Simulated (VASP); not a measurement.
# Pt (Pm-3m) in VASP: a series of runs

Pt is run at these levels: r2SCAN; tasks: single point.

Program: VASP 6.6.1. These are calculated values, not measurements. Logs are shortened: lines on timing, memory, paths and dates and some standing lists are left out, and cuts for length are marked.

### Step 1. The cell of the first run

It takes space group Pm-3m (No. 221, cubic). Conventional cell: a = 2.538 Å, b = 2.538 Å, c = 2.538 Å, α = 90.00°, β = 90.00°, γ = 90.00°. Pt (site symmetry m-3m) has 6 Pt at 2.54 Å within 3.3 Å.

### Step 2. Single point, r2SCAN

POSCAR

```
Pt
1.0
    2.5379451879      0.0000000000      0.0000000000
    0.0000000000      2.5379451879      0.0000000000
    0.0000000000      0.0000000000      2.5379451879
Pt
1
Direct
    0.0000000000      0.0000000000      0.0000000000
```

INCAR.step1

```
SYSTEM = Pt
PREC     = Accurate       ! precision mode
ENCUT    = 520            ! plane-wave cutoff, eV
ISMEAR   = -1             ! smearing method
SIGMA    = 0.05           ! smearing width, eV
LREAL    = .False.        ! projectors in reciprocal space
LASPH    = .True.         ! aspherical terms in the spheres
NELM     = 80             ! most SCF steps
NBANDS   = 11             ! bands
GGA      = PE             ! functional
ALGO     = Normal         ! electronic algorithm
EDIFF    = 1E-4           ! SCF threshold, eV
LWAVE    = .True.         ! write WAVECAR
LCHARG   = .False.        ! write CHGCAR
```

INCAR.step2

```
SYSTEM = Pt
PREC     = Accurate       ! precision mode
ENCUT    = 520            ! plane-wave cutoff, eV
EDIFF    = 1E-7           ! SCF threshold, eV
ISMEAR   = -1             ! smearing method
SIGMA    = 0.05           ! smearing width, eV
LREAL    = .False.        ! projectors in reciprocal space
LASPH    = .True.         ! aspherical terms in the spheres
NELM     = 80             ! most SCF steps
ALGO     = Normal         ! electronic algorithm
ISIF     = 2              ! what is computed and relaxed
LWAVE    = .False.        ! write WAVECAR
LCHARG   = .False.        ! write CHGCAR
METAGGA  = R2SCAN         ! meta-GGA
LMIXTAU  = .True.       
NBANDS   = 11             ! bands
ISTART   = 1
```

KPOINTS

```
Automatic mesh
0
Gamma
  8 8 8
  0 0 0
```

Potentials or basis: VASP PAW PBE potentials, release 64 (Pt).

Run with:

```
cat potpaw_PBE.64/Pt/POTCAR > POTCAR
cp INCAR.step1 INCAR
mpirun -np 1 vasp_std > vasp.out
cp INCAR.step2 INCAR
mpirun -np 1 vasp_std > vasp.out
```

OUTCAR:

```text
SYSTEM = Pt
   PREC = Accurate
   ENCUT = 520
   EDIFF = 1E-7
   ISMEAR = -1
   LREAL = .False.
   LASPH = .True.
   NELM = 80
   ISIF = 2
   METAGGA = R2SCAN
   ISTART = 1

 ion  position               nearest neighbor table
   1  0.000  0.000  0.000-

  LATTYP: Found a simple cubic cell.
 ALAT       =     2.5379451879

  Lattice vectors:

 A1 = (   2.5379451879,   0.0000000000,   0.0000000000)
 A2 = (   0.0000000000,   2.5379451879,   0.0000000000)
 A3 = (   0.0000000000,   0.0000000000,   2.5379451879)

Analysis of symmetry for initial positions (statically):
=====================================================================
 Subroutine PRICEL returns:
 Original cell was already a primitive cell.

 Routine SETGRP: Setting up the symmetry group for a
 simple cubic supercell.

 Subroutine GETGRP returns: Found 48 space group operations
 (whereof 48 operations were pure point group operations)
 out of a pool of 48 trial point group operations.

The static configuration has the point symmetry O_h .

Analysis of symmetry for dynamics (positions and initial velocities):
=====================================================================
 Subroutine PRICEL returns:
 Original cell was already a primitive cell.

 Routine SETGRP: Setting up the symmetry group for a
 simple cubic supercell.

 Subroutine GETGRP returns: Found 48 space group operations
 (whereof 48 operations were pure point group operations)
 out of a pool of 48 trial point group operations.

The dynamic configuration has the point symmetry O_h .

 Subroutine INISYM returns: Found 48 space group operations
 (whereof 48 operations are pure point group operations),
 and found     1 'primitive' translations

----------------------------------------------------------------------------------------

                                     Primitive cell

  volume of cell :      16.3473

  direct lattice vectors                    reciprocal lattice vectors
     2.537945188  0.000000000  0.000000000     0.394019542  0.000000000  0.000000000
     0.000000000  2.537945188  0.000000000     0.000000000  0.394019542  0.000000000
     0.000000000  0.000000000  2.537945188     0.000000000  0.000000000  0.394019542

  length of vectors
     2.537945188  2.537945188  2.537945188     0.394019542  0.394019542  0.394019542

  position of ions in fractional coordinates (direct lattice)
     0.000000000  0.000000000  0.000000000

  ion indices of the primitive-cell ions
   primitive index   ion index
                 1           1

----------------------------------------------------------------------------------------

 KPOINTS: Automatic mesh

Automatic generation of k-mesh.
 Grid dimensions read from file:
 generate k-points for:    8    8    8

 Generating k-lattice:

  Cartesian coordinates                     Fractional coordinates (reciprocal lattice)
     0.049252443  0.000000000  0.000000000     0.125000000  0.000000000  0.000000000
     0.000000000  0.049252443  0.000000000     0.000000000  0.125000000  0.000000000
     0.000000000  0.000000000  0.049252443     0.000000000  0.000000000  0.125000000

  Length of vectors
     0.049252443  0.049252443  0.049252443

  Shift w.r.t. Gamma in fractional coordinates (k-lattice)
     0.000000000  0.000000000  0.000000000

 Subroutine IBZKPT returns following result:
 ===========================================

 Found     35 irreducible k-points:

 Following reciprocal coordinates:
            Coordinates               Weight
  0.000000  0.000000  0.000000      1.000000
  0.125000  0.000000  0.000000      6.000000
  0.250000  0.000000  0.000000      6.000000
  0.375000  0.000000  0.000000      6.000000
  0.500000  0.000000  0.000000      3.000000
  0.125000  0.125000  0.000000     12.000000
[... 16 lines left out ...]
  0.375000  0.375000  0.125000     24.000000
  0.500000  0.375000  0.125000     24.000000
 [... further k-points ...]
   k-points           NKPTS =     35   k-points in BZ     NKDIM =     35   number of bands    NBANDS=     11
   number of dos      NEDOS =    301   number of ions     NIONS =      1
   total plane-waves  NPLWV =   8000
   dimension x,y,z NGX =    20 NGY =   20 NGZ =   20
   dimension x,y,z NGXF=    40 NGYF=   40 NGZF=   40
   ions per type =               1
   NGX,Y,Z   is equivalent  to a cutoff of  13.10, 13.10, 13.10 a.u.
   NGXF,Y,Z  is equivalent  to a cutoff of  26.20, 26.20, 26.20 a.u.
 SYSTEM =  Pt
   PREC   = accura    normal or accurate (medium, high low for compatibility)
   ISTART =      1    job   : 0-new  1-cont  2-samecut
   ICHARG =      0    charge: 1-file 2-atom 10-const
   ISPIN  =      1    spin polarized calculation?
   LNONCOLLINEAR =      F non collinear calculations
   LSORBIT =      F    spin-orbit coupling
   LASPH  =      T    aspherical Exc in radial PAW
   ENCUT  =  520.0 eV  38.22 Ry    6.18 a.u.   4.72  4.72  4.72*2*pi/ulx,y,z
   NELM   =     80;   NELMIN=  2; NELMDL=  0     # of ELM steps
   EDIFF  = 0.1E-06   stopping-criterion for ELM
   LREAL  =      F    real-space projection
   EDIFFG = 0.1E-05   stopping-criterion for IOM
   NSW    =      0    number of steps for IOM
   IBRION =     -1    ionic relax: 0-MD 1-quasi-New 2-CG
   NFREE  =      0    steps in history (QN), initial steepest desc. (CG)
   ISIF   =      2    stress and relaxation
   ISYM   =      2    0-nonsym 1-usesym 2-fastsym
   POTIM  = 0.5000    time-step for ionic-motion
   TEBEG  =    0.0;   TEEND  =   0.0 temperature during run
   PSTRESS=    0.0 pullay stress
   NELECT =      10.0000    total number of electrons
   NUPDOWN=      -1.0000    fix difference up-down
   EMIN   =  10.00;   EMAX   =-10.00  energy-range for DOS
   EFERMI =   0.00;   METHOD = LEGACY
   ISMEAR =    -1;   SIGMA  =   0.05  broadening in eV -4-tet -1-fermi 0-gaus
   EFERMI_NEDOS =   21; number of points for ismear=-14 and -15
   IALGO  =     38    algorithm
   IMIX   =      4    mixing-type and parameters
     AMIX     =   0.40;   BMIX     =  1.00
     AMIX_MAG =   1.60;   BMIX_MAG =  1.00
  volume/ion in A,a.u.               =      16.35       110.32
  Fermi-wavevector in a.u.,A,eV,Ry     =   1.389716  2.626182 26.277059  1.931309
  Thomas-Fermi vector in A             =   2.513720
   LORBIT       =      0    0 simple, 1 ext, 2 COOP (PROOUT), +10 PAW based schemes
   METAGGA = R2SCAN    functional components
   LHFCALC =     F    Hartree Fock is set to
   AEXX    =    0.0000 exact exchange contribution
   IVDW    =     0    specifies the selected vdW correction
   LEPSILON=     F    determine dielectric tensor
   LRPA    =     F    only Hartree local field effects (RPA)
 non-spin polarized calculation
  energy-cutoff  :      520.00
  volume of cell :       16.35
 maximum number of plane-waves:       466
 NGX is ok and might be reduce to    20
   NGX =  9   NGY =  9   NGZ =  9

 number of electron       9.9999999 magnetization

 Free energy of the ion-electron system (eV)
  ---------------------------------------------------
  ext. energy  EPLUGINS =         0.00000000
  ---------------------------------------------------
  free energy    TOTEN  =       -50.92083023 eV

  energy without entropy =      -50.90599882  energy(sigma->0) =      -50.91341453

 E-fermi :   9.6809     XC(G=0): -13.8211

 val. band max:        9.6729127640   @ k =   0.3750   0.3750   0.2500
 cond. band min:       9.7131035190   @ k =   0.5000   0.3750   0.0000
 fundamental gap:      0.0401907551
 Fermi energy:         9.6808572210

 k-point     1 :       0.0000    0.0000    0.0000
  band No.  band energies     occupation
      1       0.1075      2.00000
      2       2.8932      2.00000
      3       2.8932      2.00000
      4       9.9637      0.00697
      5       9.9637      0.00697
      6       9.9637      0.00697
      7      26.1043      0.00000
      8      26.1043      0.00000
      9      26.1043      0.00000
     10      32.8435      0.00000
     11      35.6424      0.00000

 k-point     2 :       0.1250    0.0000    0.0000
  band No.  band energies     occupation
      1       0.5835      2.00000
      2       2.9878      2.00000
      3       3.3845      2.00000
      4       9.4983      1.94938
      5       9.4983      1.94938
      6      10.0009      0.00331
      7      23.5240      0.00000
      8      26.9811      0.00000
      9      26.9811      0.00000
     10      32.9879      0.00000
     11      33.9844      0.00000

 k-point     3 :       0.2500    0.0000    0.0000
  band No.  band energies     occupation
      1       1.6151      2.00000
      2       3.2243      2.00000
      3       4.9841      2.00000
      4       8.5110      2.00000
      5       8.5110      2.00000
      6      10.0918      0.00054
      7      19.6850      0.00000
      8      29.0819      0.00000
      9      29.0819      0.00000
     10      29.8812      0.00000
     11      33.8260      0.00000

 k-point     4 :       0.3750    0.0000    0.0000
  band No.  band energies     occupation
      1       2.5345      2.00000
      2       3.4736      2.00000
      3       7.4205      2.00000
      4       7.6613      2.00000
      5       7.6613      2.00000
      6      10.1842      0.00008
      7      16.5055      0.00000
      8      27.8025      0.00000
      9      31.3897      0.00000
     10      31.3897      0.00000
     11      32.0461      0.00000

 k-point     5 :       0.5000    0.0000    0.0000
  band No.  band energies     occupation
      1       2.9129      2.00000
      2       3.5809      2.00000
      3       7.3392      2.00000
      4       7.3392      2.00000
      5       8.9327      2.00000
      6      10.2229      0.00004
      7      14.9788      0.00000
      8      27.0732      0.00000
      9      30.7345      0.00000
     10      32.5652      0.00000
     11      32.5652      0.00000
[... 211 lines left out ...]
 k-point    21 :       0.3750    0.2500    0.1250
  band No.  band energies     occupation
      1       4.0585      2.00000
      2       4.6616      2.00000
      3       6.3969      2.00000
      4       6.9541      2.00000
      5       8.3947      2.00000
      6      10.2798      0.00001
      7      18.5737      0.00000
      8      24.6989      0.00000
      9      29.2042      0.00000
     10      30.2731      0.00000
     11      34.2817      0.00000

 k-point    22 :       0.5000    0.2500    0.1250
  band No.  band energies     occupation
      1       4.2829      2.00000
      2       4.5148      2.00000
      3       6.4208      2.00000
      4       6.6174      2.00000
      5       8.4916      2.00000
      6      13.4036      0.00000
      7      15.2660      0.00000
      8      26.9457      0.00000
      9      27.1541      0.00000
     10      29.5819      0.00000
     11      33.9231      0.00000

 k-point    23 :       0.3750    0.3750    0.1250
  band No.  band energies     occupation
      1       3.5195      2.00000
      2       4.6979      2.00000
      3       7.0943      2.00000
      4       7.1527      2.00000
      5       9.3843      1.99471
      6      11.6688      0.00000
      7      18.5562      0.00000
      8      22.5027      0.00000
      9      26.9306      0.00000
     10      30.8507      0.00000
     11      34.0379      0.00000

 k-point    24 :       0.5000    0.3750    0.1250
  band No.  band energies     occupation
      1       3.1865      2.00000
      2       4.8606      2.00000
      3       6.8174      2.00000
      4       7.2126      2.00000
      5      10.0716      0.00081
      6      14.9610      0.00000
      7      15.4714      0.00000
      8      23.2452      0.00000
      9      24.8206      0.00000
     10      31.2177      0.00000
     11      33.6667      0.00000

 [... further k-points ...]
[... 5 lines left out ...]
  --------------------------------------------------------------------------------------
  -------------------------------------------------------------------------------------
  Total        2.1199801      2.1199801      2.1199801     -0.0000000      0.0000000     -0.0000000
  in kB      207.7761308    207.7761308    207.7761308     -0.0000000      0.0000000     -0.0000000
  external PRESSURE =     207.7761308 kB  Pullay stress =       0.0000000 kB

 VOLUME and BASIS-vectors are now :
 -----------------------------------------------------------------------------
  energy-cutoff  :      520.00
  volume of cell :       16.35
      direct lattice vectors                 reciprocal lattice vectors
     2.537945188  0.000000000  0.000000000     0.394019542  0.000000000  0.000000000
     0.000000000  2.537945188  0.000000000     0.000000000  0.394019542  0.000000000
     0.000000000  0.000000000  2.537945188     0.000000000  0.000000000  0.394019542

 POSITION                                       TOTAL-FORCE (eV/Angst)
 -----------------------------------------------------------------------------------
      0.00000      0.00000      0.00000         0.000000      0.000000      0.000000
 -----------------------------------------------------------------------------------
    total drift:                                0.000000      0.000000      0.000000

  FREE ENERGIE OF THE ION-ELECTRON SYSTEM (eV)
  ---------------------------------------------------
  free  energy   TOTEN  =       -50.9208302260 eV

  energy  without entropy=      -50.9059988249  energy(sigma->0) =      -50.91341453
```

It took 10 s on 1 thread of Intel Xeon 6975P-C (Granite Rapids), shared host; peak memory 0.12 GiB.

What came out:

```
Free energy            : -50.9208 eV
Pressure               : 20.8 GPa
Band gap on the k mesh : zero (band 5 reaches 12.21 eV, above the bottom of band 6 at 8.46 eV)
```

Levels at points of the mesh, in eV from the Fermi level:
| k point | band 2 | band 3 | band 4 | band 5 | band 6 | band 7 | band 8 | band 9 |
| --- | --- | --- | --- | --- | --- | --- | --- | --- |
| (0.00, 0.00, 0.00) | -6.79 | -6.79 | 0.28 | 0.28 | 0.28 | 16.42 | 16.42 | 16.42 |
| (0.50, 0.00, 0.00) | -6.10 | -2.34 | -2.34 | -0.75 | 0.54 | 5.30 | 17.39 | 21.05 |
| (0.50, 0.50, 0.00) | -5.49 | -1.86 | -1.86 | 2.35 | 4.80 | 4.80 | 11.21 | 14.84 |
| (0.50, 0.50, 0.50) | -5.89 | -5.89 | 2.53 | 2.53 | 10.36 | 11.12 | 11.12 | 11.12 |

Caveat: the PAW data sets were made with another functional, which shifts forces and pressure a little; spin-orbit coupling is left out, which moves the levels of the heavy elements.

(Part 1 of 3 ends here.)
